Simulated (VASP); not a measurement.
Te: relaxation of cell and atoms with r2SCAN

Crystal: Te.

```xyz
4
Lattice="3.4421 0.0000 0.0000 -1.7210 2.9809 0.0000 0.0000 0.0000 11.2418" Properties=species:S:1:pos:R:3 pbc="T T T"
Te    0.0000    0.0000    0.0000
Te    0.0000    0.0000    5.6209
Te    0.0000    1.9873    2.8104
Te    1.7210    0.9936    8.4313
```

This isn't the form of Te at room conditions, which is trigonal, of chains.

```json
{
  "Program": "VASP 6.6.1",
  "Task": "relaxation of cell and atoms",
  "Functional": "r2SCAN",
  "Potentials or basis": "VASP PAW PBE potentials, release 64 (Te)",
  "Cutoff": "600 eV",
  "k mesh": "11 × 11 × 3",
  "Occupations": "fermi-dirac, width 0.1 eV",
  "Spin": "no spin polarisation",
  "Dipole correction": "no",
  "Further INCAR settings": "ALGO = Normal; EDIFF = 1e-06; IBRION = 2; EDIFFG = -0.01; NSW = 80; ISIF = 3"
}
```

| Property | Result |
| --- | --- |
| Relaxed volume | 31.96 Å³/atom |
| Relaxed cell | a = 4.207 Å, b = 4.207 Å, c = 8.341 Å, α = 90.00°, β = 90.00°, γ = 120.00° |
| Space group after relaxing (to 0.1 Å) | P6_3/mmc (No. 194) |
| Energy gained by relaxing | 337.1 meV/atom |
| Ionic steps | 17 |
| Pressure after relaxing | 0.0 GPa |
| Band gap on the k mesh | zero (bands 12 and 13 overlap by 2.00 eV) |

The path:
```csv
step,energy change (eV),largest force (eV/Å),pressure (GPa),volume (Å³)
1,0.0000,0.0000,-0.88,115.35
2,-0.0349,0.0000,0.27,112.71
3,-0.0528,0.0000,1.67,110.14
4,-0.0706,0.0000,1.82,110.01
5,-0.1487,0.0000,2.43,109.55
6,-0.3962,0.0000,4.07,108.37
7,-0.6413,0.0000,10.55,104.88
8,-0.6476,0.0000,10.63,104.93
9,-0.6640,0.0000,10.86,105.06
10,-0.6851,0.0000,11.33,105.29
11,-0.6754,0.0000,12.44,105.65
12,-0.6873,0.0000,11.99,105.53
13,-0.7191,0.0000,11.62,106.00
14,-0.8087,0.0000,10.53,107.40
15,-0.9631,0.0000,8.52,110.23
16,-1.1850,0.0000,5.07,115.98
17,-1.3483,0.0000,0.00,127.83
```

Final structure:
```cif
data_structure
_symmetry_space_group_name_H-M 'P 1'
_symmetry_Int_Tables_number 1
_cell_length_a 4.2067
_cell_length_b 4.2067
_cell_length_c 8.3410
_cell_angle_alpha 90.000
_cell_angle_beta 90.000
_cell_angle_gamma 120.000
_cell_volume 127.83
loop_
_atom_site_label
_atom_site_type_symbol
_atom_site_fract_x
_atom_site_fract_y
_atom_site_fract_z
_atom_site_occupancy
Te1 Te 0.00000 0.00000 0.00000 1
Te2 Te 0.00000 0.00000 0.50000 1
Te3 Te 0.33333 0.66667 0.25000 1
Te4 Te 0.66667 0.33333 0.75000 1
```

Levels at points of the mesh, in eV from the Fermi level:
```tsv
k point	band 10	band 11	band 12	band 13	band 14	band 15
(0.00, 0.00, 0.00)	-1.07	-0.92	-0.92	-0.59	0.87	0.87
```

Run time: 26 min on 1 thread of Intel(R) Xeon(R) 6975P-C (Granite Rapids) (shared host), peak memory 0.32 GiB.

Caveat: a cell axis changed by over 15 % at a fixed basis, so the end point is rough; the PAW data sets were made with another functional, which shifts forces and pressure a little; spin-orbit coupling is left out, which moves the levels of the heavy elements.
